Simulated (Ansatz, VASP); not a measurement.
# AgH12O6F in VASP and in Ansatz

```xyz
20
Lattice="6.0732 0.0000 0.0000 0.0000 6.0732 0.0000 0.0000 0.0000 6.0732" Properties=species:S:1:pos:R:3 pbc="T T T"
O     1.0721    4.0188    0.1299
O     0.0148    4.8023    3.7390
O     3.5989    4.3939    2.7222
O    -0.0901    2.2132    2.9759
O     4.5627    2.1791    5.6833
O     1.7486    0.3794    2.3405
H     0.7083    4.4630   -0.6763
H     0.5656    3.1823    0.1796
H     0.5455    5.3819    3.1336
H     0.1663    3.8803    3.4001
H     4.4760    4.6476    3.1325
H     3.2206    3.7516    3.3502
H    -0.6419    2.2143    2.1776
H     0.6534    1.5797    2.7719
H     4.8971    2.0940    4.7672
H     3.9628    1.3589    5.8538
H     2.0677    0.3470    1.3916
H     2.4526   -0.1579    2.7752
Ag    3.5971    4.1518    6.1265
F     3.0791    0.2230    6.1474
```

Alike in both runs: functional PBE; k mesh 1 × 1 × 1; occupations fermi-dirac, width 0.05 eV; no spin polarisation.

Ansatz relaxed the structure, and its values are those at the end. VASP's run is a single point on that final structure, the one shown.

|  | VASP | Ansatz |
| --- | --- | --- |
| version | VASP 6.6.1 | Ansatz 0.2.0 |
| potentials or method | VASP PAW PBE potentials, release 64 (O, H, Ag, F), cutoff 520 eV | scalar-relativistic, plane waves, PAW |
| valence electrons in the cell | 66 | 74 |

|  | VASP | Ansatz | Ansatz less VASP |
| --- | --- | --- | --- |
| gap on the k mesh at the Fermi level (eV) | 2.96 | 2.97 | +0.004 |
| rms of the force components (eV/Å) | 0.062 | 0.064 | +0.0014 |

VASP's potentials hold 66 valence electrons a cell and Ansatz's 74, so a difference there can come from the potentials and not from the codes.
